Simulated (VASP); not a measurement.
**MgO: single point with PBE**

The system is MgO.

```
CELL_PARAMETERS angstrom
0.00000 2.07704 2.07704
2.07704 0.00000 2.07704
2.07704 2.07704 0.00000
ATOMIC_POSITIONS crystal
Mg 0.00000 0.00000 0.00000
O 0.50000 0.50000 0.50000
```

```
Program                : VASP 6.6.1
Task                   : single point
Functional             : PBE
Potentials or basis    : VASP PAW PBE potentials, release 64 (Mg, O)
Cutoff                 : 600 eV
k mesh                 : 4 × 4 × 4
Occupations            : gaussian, width 0.01 eV
Spin                   : no spin polarisation
Dipole correction      : no
Further INCAR settings : ALGO = Normal; EDIFF = 1e-06; NBANDS = 11
```

| Quantity | Value |
| --- | --- |
| Pressure | 11.3 GPa |
| Band gap on the k mesh | 5.14 eV, direct |

Levels at points of the mesh, in eV from the valence-band top:
```
           k point  band 2  band 3  band 4  band 5  band 6  band 7
(0.00, 0.00, 0.00)    0.00    0.00    0.00    5.14   16.02   16.02
(0.50, 0.00, 0.00)   -4.81   -0.70   -0.70    8.16   13.08   16.73
(0.50, 0.50, 0.00)   -4.26   -1.41   -1.41    9.16   10.42   13.55
```

Wall time 4.5 s on 1 thread of Intel(R) Xeon(R) 6975P-C (Granite Rapids) (shared host), peak memory 0.13 GiB.

Caveat: the k points lie up to 0.65 Å⁻¹ apart. As with any semilocal functional, this PBE gap is likely too small.
